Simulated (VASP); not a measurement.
# MgS in VASP: notebook

MgS is run at these levels: r2SCAN, HSE06; tasks: single point.

Program: VASP 6.6.1. These are calculated values, not measurements. Logs are shortened: lines on timing, memory, paths and dates and some standing lists are left out, and cuts for length are marked.

### Step 1. The cell of the first run

The structure is tetragonal, space group I4/mmm (No. 139). The conventional cell has a = 3.536 Å, b = 3.536 Å, c = 5.330 Å, α = 90.00°, β = 90.00°, γ = 90.00°. Mg (site symmetry 4/mmm) has 6 S at 2.50 to 2.66 Å within 3.3 Å. S (site symmetry 4/mmm) has 6 Mg at 2.50 to 2.66 Å within 3.3 Å.

### Step 2. Single point, r2SCAN (epitaxial xy strain -3.9%)

POSCAR reads:

```
MgS
1.0
    0.0000000000      2.5005790411      2.6649434144
    2.5005790411      0.0000000000      2.6649434144
    2.5005790411      2.5005790411      0.0000000000
Mg S
1 1
Direct
    0.0000000000      0.0000000000      0.0000000000
    0.5000000000      0.5000000000      0.5000000000
```

INCAR.step1 reads:

```
PREC = Accurate ; ENCUT = 520
ISMEAR = 0 ; SIGMA = 0.01
LREAL = F ; LASPH = T
NELM = 100 ; NBANDS = 11
GGA = PE ; ALGO = Normal
EDIFF = 1E-4 ; LWAVE = T
LCHARG = F
```

INCAR.step2 reads:

```
PREC = Accurate ; ENCUT = 520
EDIFF = 1E-6 ; ISMEAR = 0
SIGMA = 0.01 ; LREAL = F
LASPH = T ; NELM = 100
ALGO = Normal ; ISIF = 2
LWAVE = F ; LCHARG = F
METAGGA = R2SCAN ; LMIXTAU = T
NBANDS = 11 ; ISTART = 1
```

KPOINTS reads:

```
regular mesh
0
Gamma
  8 8 8
```

Potentials or basis: VASP PAW PBE potentials, release 64 (Mg, S).

On the command line:

```console
$ cat potpaw_PBE.64/Mg/POTCAR potpaw_PBE.64/S/POTCAR > POTCAR
$ cp INCAR.step1 INCAR
$ mpirun -np 1 vasp_std > vasp.out
$ cp INCAR.step2 INCAR
$ mpirun -np 1 vasp_std > vasp.out
```

OUTCAR:

```text
PREC = Accurate
   ENCUT = 520
   EDIFF = 1E-6
   ISMEAR = 0
   LREAL = F
   LASPH = T
   NELM = 100
   ISIF = 2
   METAGGA = R2SCAN
   ISTART = 1

 ion  position               nearest neighbor table
   1  0.000  0.000  0.000-   2 2.50   2 2.50   2 2.50   2 2.50   2 2.66   2 2.66
   2  0.500  0.500  0.500-   1 2.50   1 2.50   1 2.50   1 2.50   1 2.66   1 2.66

  LATTYP: Found a body centered tetragonal cell.
 ALAT       =     3.5363527937
 C/A-ratio  =     1.5071705624

  Lattice vectors:

 A1 = (  -2.5005790411,   0.0000000000,   2.6649434144)
 A2 = (   2.5005790411,   0.0000000000,   2.6649434144)
 A3 = (   0.0000000000,   2.5005790411,  -2.6649434144)

Analysis of symmetry for initial positions (statically):
=====================================================================
 Subroutine PRICEL returns:
 Original cell was already a primitive cell.

 Routine SETGRP: Setting up the symmetry group for a
 body centered tetragonal supercell.

 Subroutine GETGRP returns: Found 16 space group operations
 (whereof 16 operations were pure point group operations)
 out of a pool of 16 trial point group operations.

The static configuration has the point symmetry D_4h.

Analysis of symmetry for dynamics (positions and initial velocities):
=====================================================================
 Subroutine PRICEL returns:
 Original cell was already a primitive cell.

 Routine SETGRP: Setting up the symmetry group for a
 body centered tetragonal supercell.

 Subroutine GETGRP returns: Found 16 space group operations
 (whereof 16 operations were pure point group operations)
 out of a pool of 16 trial point group operations.

The dynamic configuration has the point symmetry D_4h.

 Subroutine INISYM returns: Found 16 space group operations
 (whereof 16 operations are pure point group operations),
 and found     1 'primitive' translations

----------------------------------------------------------------------------------------

                                     Primitive cell

  volume of cell :      33.3272

  direct lattice vectors                    reciprocal lattice vectors
     0.000000000  2.500579041  2.664943414    -0.199953687  0.199953687  0.187621245
     2.500579041  0.000000000  2.664943414     0.199953687 -0.199953687  0.187621245
     2.500579041  2.500579041  0.000000000     0.199953687  0.199953687 -0.187621245

  length of vectors
     3.654424571  3.654424571  3.536352794     0.339359228  0.339359228  0.339359228

  position of ions in fractional coordinates (direct lattice)
     0.000000000  0.000000000  0.000000000
     0.500000000  0.500000000  0.500000000

[... 87 lines left out ...]
   NELECT =       8.0000    total number of electrons
   NUPDOWN=      -1.0000    fix difference up-down
   EMIN   =  10.00;   EMAX   =-10.00  energy-range for DOS
   EFERMI =   0.00;   METHOD = LEGACY
   ISMEAR =     0;   SIGMA  =   0.01  broadening in eV -4-tet -1-fermi 0-gaus
   EFERMI_NEDOS =   21; number of points for ismear=-14 and -15
   IALGO  =     38    algorithm
   IMIX   =      4    mixing-type and parameters
     AMIX     =   0.40;   BMIX     =  1.00
     AMIX_MAG =   1.60;   BMIX_MAG =  1.00
  volume/ion in A,a.u.               =      16.66       112.45
  Fermi-wavevector in a.u.,A,eV,Ry     =   1.017431  1.922666 14.084295  1.035167
  Thomas-Fermi vector in A             =   2.150832
   LORBIT       =      0    0 simple, 1 ext, 2 COOP (PROOUT), +10 PAW based schemes
   METAGGA = R2SCAN    functional components
   LHFCALC =     F    Hartree Fock is set to
   AEXX    =    0.0000 exact exchange contribution
   IVDW    =     0    specifies the selected vdW correction
   LEPSILON=     F    determine dielectric tensor
   LRPA    =     F    only Hartree local field effects (RPA)
 non-spin polarized calculation
 Gauss-broadening in eV      SIGMA  =   0.01
  energy-cutoff  :      520.00
  volume of cell :       33.33
 maximum number of plane-waves:       916
   NGX = 13   NGY = 13   NGZ = 13

 number of electron       8.0000000 magnetization

 Free energy of the ion-electron system (eV)
  ---------------------------------------------------
  ext. energy  EPLUGINS =         0.00000000
  ---------------------------------------------------
  free energy    TOTEN  =       -15.45038763 eV

  energy without entropy =      -15.45038763  energy(sigma->0) =      -15.45038763

 E-fermi :   4.1830     XC(G=0): -10.3312

 val. band max:        4.1414662256   @ k =   0.0000   0.0000   0.0000
 cond. band min:       7.4508261478   @ k =   0.5000   0.0000   0.5000
 fundamental gap:      3.3093599222
 Fermi energy:         4.1830124818

 k-point     1 :       0.0000    0.0000    0.0000
  band No.  band energies     occupation
      1      -9.5329      2.00000
      2       3.9087      2.00000
      3       3.9087      2.00000
      4       4.1415      2.00000
      5       9.0734      0.00000
      6      12.0310      0.00000
      7      12.7444      0.00000
      8      12.7444      0.00000
      9      14.5295      0.00000
     10      15.4598      0.00000
     11      17.6132      0.00000
[... 309 lines left out ...]
 k-point    24 :       0.3750    0.0000    0.1250
  band No.  band energies     occupation
      1      -8.3812      2.00000
      2      -0.0590      2.00000
      3       3.0155      2.00000
      4       3.0631      2.00000
      5       9.9531      0.00000
      6      11.6061      0.00000
      7      12.6377      0.00000
      8      13.2309      0.00000
      9      16.7095      0.00000
     10      17.8861      0.00000
     11      18.4873      0.00000

 [... further k-points ...]

------------------------ aborting loop because EDIFF is reached ----------------------------------------

  FORCE on cell =-STRESS in cart. coord.  units (eV):
  Direction    XX          YY          ZZ          XY          YZ          ZX
  --------------------------------------------------------------------------------------
  -------------------------------------------------------------------------------------
  Total        1.6566708      1.6566708     -0.0868488      0.0000000      0.0000000      0.0000000
  in kB       79.6430062     79.6430062     -4.1751804      0.0000000      0.0000000      0.0000000
  external PRESSURE =      51.7036106 kB  Pullay stress =       0.0000000 kB

 VOLUME and BASIS-vectors are now :
 -----------------------------------------------------------------------------
  energy-cutoff  :      520.00
  volume of cell :       33.33
      direct lattice vectors                 reciprocal lattice vectors
     0.000000000  2.500579041  2.664943414    -0.199953687  0.199953687  0.187621245
     2.500579041  0.000000000  2.664943414     0.199953687 -0.199953687  0.187621245
     2.500579041  2.500579041  0.000000000     0.199953687  0.199953687 -0.187621245

 POSITION                                       TOTAL-FORCE (eV/Angst)
 -----------------------------------------------------------------------------------
      0.00000      0.00000      0.00000         0.000000     -0.000000      0.000000
      2.50058      2.50058      2.66494        -0.000000      0.000000     -0.000000
 -----------------------------------------------------------------------------------
    total drift:                                0.000000      0.000000      0.000000

  FREE ENERGIE OF THE ION-ELECTRON SYSTEM (eV)
  ---------------------------------------------------
  free  energy   TOTEN  =       -15.4503876310 eV

  energy  without entropy=      -15.4503876310  energy(sigma->0) =      -15.45038763
```

Run time: 2.1 min. Hardware: 1 thread of Intel Xeon Platinum 8259CL at 2.50GHz (Skylake/Cascade Lake), shared host; peak memory 0.18 GiB.

Results:

```yaml
Free_energy: -15.4504 eV
Pressure: 5.2 GPa
Band_gap_on_the_k_mesh: 3.31 eV, indirect (least direct gap 4.93 eV)
```

Levels at points of the mesh, in eV from the valence-band top:
```
           k point  band 1  band 2  band 3  band 4  band 5  band 6  band 7  band 8
(0.00, 0.00, 0.00)  -13.67   -0.23   -0.23    0.00    4.93    7.89    8.60    8.60
(0.50, 0.00, 0.00)  -12.19   -5.34   -0.96   -0.73    5.07    7.19    7.80   11.73
(0.50, 0.50, 0.00)  -11.96   -4.77   -1.79   -1.79    3.72    4.75   13.12   13.42
(0.50, 0.00, 0.50)  -11.67   -4.70   -2.39   -1.82    3.31    4.55   13.48   13.76
```

Caveat: the cell differs from its parent crystal (epitaxial xy strain -3.9%); the PAW data sets were made with another functional, which shifts forces and pressure a little.

### Step 3. Single point, r2SCAN (shear xy strain +4.4%)

POSCAR reads:

```
MgS
1.0
    0.0568431669      2.6015179370      2.6015179370
    2.6015179370      0.0568431669      2.6015179370
    2.6583611039      2.6583611039      0.0000000000
Mg S
1 1
Direct
    0.0000000000      0.0000000000      0.0000000000
    0.5000000000      0.5000000000      0.5000000000
```

INCAR.step1 reads:

```
PREC = Accurate
ENCUT = 520
ISMEAR = 0
SIGMA = 0.01
LREAL = F
LASPH = T
NELM = 80
NBANDS = 11
GGA = PE
ALGO = Normal
EDIFF = 1E-4
LWAVE = T
LCHARG = F
```

INCAR.step2 reads:

```
PREC = Accurate
ENCUT = 520
EDIFF = 1E-7
ISMEAR = 0
SIGMA = 0.01
LREAL = F
LASPH = T
NELM = 80
ALGO = Normal
ISIF = 2
LWAVE = F
LCHARG = F
METAGGA = R2SCAN
LMIXTAU = T
NBANDS = 11
ISTART = 1
```

KPOINTS is that of step 2.

Potentials or basis: VASP PAW PBE potentials, release 64 (Mg, S).

On the command line:

```console
$ cat potpaw_PBE.64/Mg/POTCAR potpaw_PBE.64/S/POTCAR > POTCAR
$ cp INCAR.step1 INCAR
$ mpirun -np 1 vasp_std > vasp.out
$ cp INCAR.step2 INCAR
$ mpirun -np 1 vasp_std > vasp.out
```

Wall time 4.5 min (1 thread of Intel Xeon Platinum 8259CL at 2.50GHz (Skylake/Cascade Lake), shared host); peak memory 0.19 GiB.

The run converged. Its results:

```
Free energy            : -15.4979 eV
Pressure               : -0.4 GPa
Band gap on the k mesh : 3.14 eV, indirect (least direct gap 4.37 eV)
```

Stress tensor (GPa, compression positive):
```
-0.37 -2.65  0.00
-2.65 -0.37  0.00
 0.00  0.00 -0.54
```

Levels at points of the mesh, in eV from the valence-band top:
```
           k point  band 2  band 3  band 4  band 5  band 6  band 7
(0.00, 0.00, 0.00)   -0.41   -0.22    0.00    4.37    7.95    8.36
(0.50, 0.00, 0.00)   -5.02   -1.01   -0.85    4.83    6.99    7.27
(0.50, 0.50, 0.00)   -4.49   -2.22   -1.65    3.14    4.80   12.93
(0.00, 0.00, 0.50)   -5.17   -0.82   -0.63    5.15    7.34    7.62
(0.50, 0.00, 0.50)   -4.49   -1.94   -1.94    3.22    4.71   12.76
```

Caveat: the cell differs from its parent crystal (shear xy strain +4.4%); the PAW data sets were made with another functional, which shifts forces and pressure a little. A k mesh can miss the band edges.

(Continued in part 2 of 2.)
